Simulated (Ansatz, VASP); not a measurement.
**Two plane-wave programs on InO**

```
CELL_PARAMETERS angstrom
3.24998 0.00000 0.00000
-1.62499 2.81456 0.00000
0.00000 0.00000 17.92911
ATOMIC_POSITIONS crystal
In 0.66667 0.33333 0.59002
In 0.66667 0.33333 0.40998
O 0.00000 0.00000 0.63987
O 0.00000 0.00000 0.36013
```

Alike in both runs: task single point; functional PBE; k mesh 12 × 12 × 4; occupations gaussian, width 0.03 eV; no spin polarisation.

```csv
,VASP,Ansatz
version,VASP 6.6.1,Ansatz 0.2.0
potentials or method,"VASP PAW PBE potentials, release 64 (In_d, O), cutoff 520 eV","scalar-relativistic, plane waves, PAW"
valence electrons in the cell,38,38
```

Ansatz gave:

```
gap on the k mesh at the Fermi level (eV) : none
rms of the force components (eV/Å)        : 0.524
```

Problem. What did VASP give for the same quantities?

Solution. gap on the k mesh at the Fermi level (eV): none; rms of the force components (eV/Å): 0.545.

Atom by atom the forces differ by 0.026 eV/Å (rms over components). A gap of «none» marks a metal or a gap that the smearing closes.
